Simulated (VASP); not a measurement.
Al2Cu:

```
Al Cu
1.0
    -3.01500    3.01500    2.42500
     3.01500   -3.01500    2.42500
     3.01500    3.01500   -2.42500
Al Cu
4 2
Cartesian
  2.0623 0.9527 2.4250
  3.9677 0.9527 0.0000
  -0.9527 2.0623 2.4250
  0.9527 2.0623 0.0000
  0.0000 0.0000 1.2125
  0.0000 0.0000 3.6375
```

```yaml
Program: VASP 6.6.1
Task: relaxation of cell and atoms
Functional: PBE
Potentials_or_basis: VASP PAW PBE potentials, release 64 (Al, Cu)
Cutoff: 600 eV
k_mesh: 4 × 4 × 4
Occupations: gaussian, width 0.2 eV
Spin: no spin polarisation
```

At the start: pressure 1.8 GPa; volume 14.70 Å³/atom.

Task: Where does the relaxation end?

Result: Over 6 steps the energy falls by 9.6 meV/atom and the volume is 14.93 Å³/atom (+1.6 %); space group I4/mcm (No. 140, to 0.05 Å).

Step by step:
| step | energy change (eV) | largest force (eV/Å) | pressure (GPa) | volume (Å³) |
| --- | --- | --- | --- | --- |
| 1 | 0.0000 | 0.0209 | 1.79 | 88.18 |
| 2 | -0.0421 | 0.0651 | -0.65 | 90.27 |
| 3 | -0.0456 | 0.0806 | -1.47 | 91.04 |
| 4 | -0.0505 | 0.1233 | -0.19 | 90.09 |
| 5 | -0.0539 | 0.1074 | -0.71 | 90.45 |
| 6 | -0.0574 | 0.0655 | 0.33 | 89.59 |

Final structure:
```yaml
crystal:
  lattice:
    - [-3.07084, 3.07084, 2.37518]
    - [3.07084, -3.07084, 2.37518]
    - [3.07084, 3.07084, -2.37518]
  atoms:
    - { symbol: Al, position: [0.65692, 0.84308, 0.50000] }
    - { symbol: Al, position: [0.15692, 0.65692, 0.81384] }
    - { symbol: Al, position: [0.84308, 0.34308, 0.18616] }
    - { symbol: Al, position: [0.34308, 0.15692, 0.50000] }
    - { symbol: Cu, position: [0.25000, 0.25000, 0.00000] }
    - { symbol: Cu, position: [0.75000, 0.75000, 0.00000] }
```

Caveat: the k points lie up to 0.42 Å⁻¹ apart in the final cell; the relaxation stopped at a loose force limit of 0.08 eV/Å, so its end isn't a converged minimum.
